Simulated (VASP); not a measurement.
# W (Pm-3m) in VASP: a series of runs

W is run at these levels: LDA; tasks: single point.

All numbers are computed with VASP 6.6.1; they aren't measurements. Logs are shortened: lines on timing, memory, paths and dates and some standing lists are left out, and cuts for length are marked.

### Step 1. The cell of the first run

It takes space group Pm-3m (No. 221, cubic). Conventional cell: a = 2.529 Å, b = 2.529 Å, c = 2.529 Å, α = 90.00°, β = 90.00°, γ = 90.00°. Within 3.3 Å of W (site symmetry m-3m) lie 6 W at 2.53 Å.

### Step 2. Single point, LDA

Contents of INCAR:

```
SYSTEM = W
PREC     = Accurate       ! precision mode
ENCUT    = 520            ! plane-wave cutoff, eV
EDIFF    = 1E-6           ! SCF threshold, eV
ISMEAR   = -1             ! smearing method
SIGMA    = 0.05           ! smearing width, eV
LREAL    = .FALSE.        ! projectors in reciprocal space
LASPH    = .TRUE.         ! aspherical terms in the spheres
NELM     = 80             ! most SCF steps
ALGO     = Normal         ! electronic algorithm
ISIF     = 2              ! what is computed and relaxed
LWAVE    = .FALSE.        ! write WAVECAR
LCHARG   = .FALSE.        ! write CHGCAR
NBANDS   = 13             ! bands
```

Contents of KPOINTS:

```
regular mesh
0
G
  9 9 9
  0 0 0
```

Contents of POSCAR:

```
W
1.0
    2.5294798788      0.0000000000      0.0000000000
    0.0000000000      2.5294798788      0.0000000000
    0.0000000000      0.0000000000      2.5294798788
W
1
Direct
    0.0000000000      0.0000000000      0.0000000000
```

Potentials or basis: VASP PAW LDA potentials, release 64 (W_sv).

On the command line:

```console
> cat potpaw_LDA.64/W_sv/POTCAR > POTCAR
> mpirun -np 1 vasp_std > vasp.out
```

OUTCAR:

```text
SYSTEM = W
   PREC = Accurate
   ENCUT = 520
   EDIFF = 1E-6
   ISMEAR = -1
   LREAL = .FALSE.
   LASPH = .TRUE.
   NELM = 80
   ISIF = 2

 ion  position               nearest neighbor table
   1  0.000  0.000  0.000-

  LATTYP: Found a simple cubic cell.
 ALAT       =     2.5294798788

  Lattice vectors:

 A1 = (   2.5294798788,   0.0000000000,   0.0000000000)
 A2 = (   0.0000000000,   2.5294798788,   0.0000000000)
 A3 = (   0.0000000000,   0.0000000000,   2.5294798788)

Analysis of symmetry for initial positions (statically):
=====================================================================
 Subroutine PRICEL returns:
 Original cell was already a primitive cell.

 Routine SETGRP: Setting up the symmetry group for a
 simple cubic supercell.

 Subroutine GETGRP returns: Found 48 space group operations
 (whereof 48 operations were pure point group operations)
 out of a pool of 48 trial point group operations.

The static configuration has the point symmetry O_h .

Analysis of symmetry for dynamics (positions and initial velocities):
=====================================================================
 Subroutine PRICEL returns:
 Original cell was already a primitive cell.

 Routine SETGRP: Setting up the symmetry group for a
 simple cubic supercell.

 Subroutine GETGRP returns: Found 48 space group operations
 (whereof 48 operations were pure point group operations)
 out of a pool of 48 trial point group operations.

The dynamic configuration has the point symmetry O_h .

 Subroutine INISYM returns: Found 48 space group operations
 (whereof 48 operations are pure point group operations),
 and found     1 'primitive' translations

----------------------------------------------------------------------------------------

                                     Primitive cell

  volume of cell :      16.1843

  direct lattice vectors                    reciprocal lattice vectors
     2.529479879  0.000000000  0.000000000     0.395338191  0.000000000  0.000000000
     0.000000000  2.529479879  0.000000000     0.000000000  0.395338191  0.000000000
     0.000000000  0.000000000  2.529479879     0.000000000  0.000000000  0.395338191

  length of vectors
     2.529479879  2.529479879  2.529479879     0.395338191  0.395338191  0.395338191

  position of ions in fractional coordinates (direct lattice)
     0.000000000  0.000000000  0.000000000

  ion indices of the primitive-cell ions
[... 75 lines left out ...]
   LREAL  =      F    real-space projection
   EDIFFG = 0.1E-04   stopping-criterion for IOM
   NSW    =      0    number of steps for IOM
   IBRION =     -1    ionic relax: 0-MD 1-quasi-New 2-CG
   NFREE  =      0    steps in history (QN), initial steepest desc. (CG)
   ISIF   =      2    stress and relaxation
   ISYM   =      2    0-nonsym 1-usesym 2-fastsym
   POTIM  = 0.5000    time-step for ionic-motion
   TEBEG  =    0.0;   TEEND  =   0.0 temperature during run
   PSTRESS=    0.0 pullay stress
   NELECT =      14.0000    total number of electrons
   NUPDOWN=      -1.0000    fix difference up-down
   EMIN   =  10.00;   EMAX   =-10.00  energy-range for DOS
   EFERMI =   0.00;   METHOD = LEGACY
   ISMEAR =    -1;   SIGMA  =   0.05  broadening in eV -4-tet -1-fermi 0-gaus
   EFERMI_NEDOS =   21; number of points for ismear=-14 and -15
   IALGO  =     38    algorithm
   IMIX   =      4    mixing-type and parameters
     AMIX     =   0.40;   BMIX     =  1.00
     AMIX_MAG =   1.60;   BMIX_MAG =  1.00
  volume/ion in A,a.u.               =      16.18       109.22
  Fermi-wavevector in a.u.,A,eV,Ry     =   1.559862  2.947712 33.105296  2.433171
  Thomas-Fermi vector in A             =   2.663159
   LORBIT       =      0    0 simple, 1 ext, 2 COOP (PROOUT), +10 PAW based schemes
   GGA     = CA    functional components
   LHFCALC =     F    Hartree Fock is set to
   AEXX    =    0.0000 exact exchange contribution
   IVDW    =     0    specifies the selected vdW correction
   LEPSILON=     F    determine dielectric tensor
   LRPA    =     F    only Hartree local field effects (RPA)
 non-spin polarized calculation
  energy-cutoff  :      520.00
  volume of cell :       16.18
 maximum number of plane-waves:       461
 NGX is ok and might be reduce to    20
   NGX =  9   NGY =  9   NGZ =  9

 number of electron      13.9999996 magnetization

 Free energy of the ion-electron system (eV)
  ---------------------------------------------------
  ext. energy  EPLUGINS =         0.00000000
  ---------------------------------------------------
  free energy    TOTEN  =       -12.54507161 eV

  energy without entropy =      -12.53715718  energy(sigma->0) =      -12.54111440

 E-fermi :  10.9880     XC(G=0): -13.5599

 val. band max:       10.9594620166   @ k =   0.4444   0.3333   0.1111
 cond. band min:      11.1917887069   @ k =   0.3333   0.3333   0.2222
 fundamental gap:      0.2323266904
 Fermi energy:        10.9879945685

 k-point     1 :       0.0000    0.0000    0.0000
  band No.  band energies     occupation
      1     -62.6995      2.00000
      2     -26.3371      2.00000
      3     -26.3371      2.00000
      4     -26.3371      2.00000
      5       1.7921      2.00000
      6       5.8747      2.00000
      7       5.8747      2.00000
      8      16.4102      0.00000
      9      16.4102      0.00000
     10      16.4102      0.00000
     11      26.6989      0.00000
     12      26.6989      0.00000
     13      26.6989      0.00000
[... 354 lines left out ...]
  band No.  band energies     occupation
      1     -62.4052      2.00000
      2     -27.9235      2.00000
      3     -27.5030      2.00000
      4     -26.2619      2.00000
      5       5.5121      2.00000
      6       8.0896      2.00000
      7      10.9595      1.27783
      8      11.6447      0.00000
      9      14.0990      0.00000
     10      16.8069      0.00000
     11      21.8244      0.00000
     12      26.3620      0.00000
     13      28.4507      0.00000

 [... further k-points ...]
[... 5 lines left out ...]
  --------------------------------------------------------------------------------------
  -------------------------------------------------------------------------------------
  Total        2.2603541      2.2603541      2.2603541      0.0000000      0.0000000     -0.0000000
  in kB      223.7656227    223.7656227    223.7656227      0.0000000      0.0000000     -0.0000000
  external PRESSURE =     223.7656227 kB  Pullay stress =       0.0000000 kB

 VOLUME and BASIS-vectors are now :
 -----------------------------------------------------------------------------
  energy-cutoff  :      520.00
  volume of cell :       16.18
      direct lattice vectors                 reciprocal lattice vectors
     2.529479879  0.000000000  0.000000000     0.395338191  0.000000000  0.000000000
     0.000000000  2.529479879  0.000000000     0.000000000  0.395338191  0.000000000
     0.000000000  0.000000000  2.529479879     0.000000000  0.000000000  0.395338191

 POSITION                                       TOTAL-FORCE (eV/Angst)
 -----------------------------------------------------------------------------------
      0.00000      0.00000      0.00000         0.000000      0.000000      0.000000
 -----------------------------------------------------------------------------------
    total drift:                                0.000000      0.000000      0.000000

  FREE ENERGIE OF THE ION-ELECTRON SYSTEM (eV)
  ---------------------------------------------------
  free  energy   TOTEN  =       -12.5450716105 eV

  energy  without entropy=      -12.5371571809  energy(sigma->0) =      -12.54111440
```

Wall time 4.5 s (1 thread of Intel Xeon 6975P-C, shared host); peak memory 0.12 GiB.

Results:

* Free energy: -12.5451 eV
* Pressure: 22.4 GPa
* Band gap on the k mesh: zero (band 7 reaches 12.82 eV, above the bottom of band 8 at 10.43 eV)

Levels at points of the mesh, in eV from the Fermi level:
```csv
k point,band 4,band 5,band 6,band 7,band 8,band 9,band 10,band 11
"(0.00, 0.00, 0.00)",-37.33,-9.20,-5.11,-5.11,5.42,5.42,5.42,15.71
```

Caveat: spin-orbit coupling is left out, which moves the levels of the heavy elements.

### Step 3. Single point, LDA

This run uses another cell than the first one, of 17.41 Å³/atom, 1.075 times its volume.

Contents of INCAR:

```
ALGO = Normal ; EDIFF = 1E-6
ENCUT = 520 ; ISIF = 2
ISMEAR = -1 ; LASPH = True
LCHARG = False ; LREAL = False
LWAVE = False ; NBANDS = 13
NELM = 60 ; PREC = Accurate
SIGMA = 0.05
```

Contents of KPOINTS:

```
k-points
0
Gamma
  9 9 9
```

Contents of POSCAR:

```
W
1.0
    2.5915882815      0.0000000000      0.0000000000
    0.0000000000      2.5915882815      0.0000000000
    0.0000000000      0.0000000000      2.5915882815
W
1
Direct
    0.0000000000      0.0000000000      0.0000000000
```

Potentials or basis: VASP PAW LDA potentials, release 64 (W_sv).

On the command line:

```console
> cat potpaw_LDA.64/W_sv/POTCAR > POTCAR
> mpirun -np 1 vasp_std > vasp.out
```

It took 4.9 s on 1 thread of Intel Xeon 6975P-C, shared host; peak memory 0.12 GiB.

The run converged. Its results:

```
Free energy            : -12.6318 eV
Pressure               : 1.6 GPa
Band gap on the k mesh : zero (band 7 reaches 11.66 eV, above the bottom of band 8 at 9.40 eV)
```

Levels at points of the mesh, in eV from the Fermi level:
```
           k point  band 5  band 6  band 7  band 8  band 9  band 10
(0.00, 0.00, 0.00)   -8.85   -4.70   -4.70    4.88    4.88     4.88
```

Caveat: spin-orbit coupling is left out, which moves the levels of the heavy elements.

### Step 4. Single point, LDA

This run uses another cell than the first one, of 17.05 Å³/atom, 1.053 times its volume.

Contents of INCAR:

```
SYSTEM = W
PREC = Accurate
ENCUT = 520
EDIFF = 1E-6
ISMEAR = -1
SIGMA = 0.05
LREAL = .FALSE.
LASPH = .TRUE.
NELM = 80
ALGO = Normal
ISIF = 2
LWAVE = .FALSE.
LCHARG = .FALSE.
GGA = CA
NBANDS = 13
```

Contents of KPOINTS:

```
Automatic mesh
0
G
  9 9 9
  0 0 0
```

Contents of POSCAR:

```
W
1.0
    2.5737981256      0.0000000000      0.0000000000
    0.0000000000      2.5737981256      0.0000000000
    0.0000000000      0.0000000000      2.5737981256
W
1
Direct
    0.0000000000      0.0000000000      0.0000000000
```

On the command line:

```console
> cat potpaw_LDA.64/W_sv/POTCAR > POTCAR
> mpirun -np 1 vasp_std > vasp.out
```

It took 5.1 s on 1 thread of Intel Xeon 6975P-C, shared host; peak memory 0.12 GiB.

It converged, with:

```yaml
Free_energy: -12.6223 eV
Pressure: 6.8 GPa
Band_gap_on_the_k_mesh: zero (band 7 reaches 11.99 eV, above the bottom of band 8 at 9.69 eV)
```

Levels at points of the mesh, in eV from the Fermi level:
```
           k point  band 4  band 5  band 6  band 7  band 8  band 9  band 10  band 11
(0.00, 0.00, 0.00)  -37.46   -8.96   -4.82   -4.82    5.03    5.03     5.03    15.20
```

Caveat: spin-orbit coupling is left out, which moves the levels of the heavy elements.

### Step 5. Overview

| cell | gap on the mesh (eV) | pressure (GPa) |
| --- | --- | --- |
| a = 2.529 Å, 1 atom | none | 22.4 |
| a = 2.592 Å, 1 atom | none | 1.6 |
| a = 2.574 Å, 1 atom | none | 6.8 |

Alike in all rows: task single point; level LDA; potentials or basis VASP PAW LDA potentials, release 64 (W_sv); no spin polarisation; k mesh 9 × 9 × 9; cutoff (eV) 520; smearing fermi-dirac 0.05 eV.

Caveats: spin-orbit coupling is left out, which moves the levels of the heavy elements.

Total energies depend on the potentials used, so only differences within one code and one set of settings carry meaning.
